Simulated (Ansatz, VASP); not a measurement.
# One calculation of CuO, two programs

```
Cu O
1.0
     2.83633    0.00000    0.00000
    -1.41816    2.45633    0.00000
     0.00000    0.00000    2.76811
Cu O
1 1
Direct
  0.00000 0.00000 0.00000
  0.66667 0.33333 0.50000
```

Alike in both runs: task single point; functional PBEsol; k mesh 8 × 8 × 7; occupations gaussian, width 0.05 eV; collinear spin; Hubbard terms Cu d U = 3.0 eV.

|  | VASP | Ansatz |
| --- | --- | --- |
| version | VASP 6.6.1 | Ansatz 0.2.0 |
| potentials or method | VASP PAW PBE potentials, release 64 (Cu, O), cutoff 520 eV | scalar-relativistic, plane waves, PAW |
| valence electrons in the cell | 17 | 25 |

```tsv
	VASP	Ansatz	Ansatz less VASP
gap on the k mesh at the Fermi level (eV)	none	none	-
pressure (GPa)	-9.2	-5.7	+3.48
traceless stress, the component that is largest in VASP (GPa)	-7.18	-5.85	+1.327
net moment per atom (μB)	0.50	0.49	-0.005
size of the moment on the site where the two differ most (μB)	0.47	0.52	+0.058
```

VASP's potentials were made for PBE, not for PBEsol. Site moments also hang on the region over which each program counts them. The programs project onto different local orbitals, so the same U acts differently, and such runs can settle in different states. A gap of «none» marks a metal or a gap that the smearing closes. VASP's potentials hold 17 valence electrons a cell and Ansatz's 25, so a difference there can come from the potentials and not from the codes. Ansatz's warnings: filled band counts differ across k points.
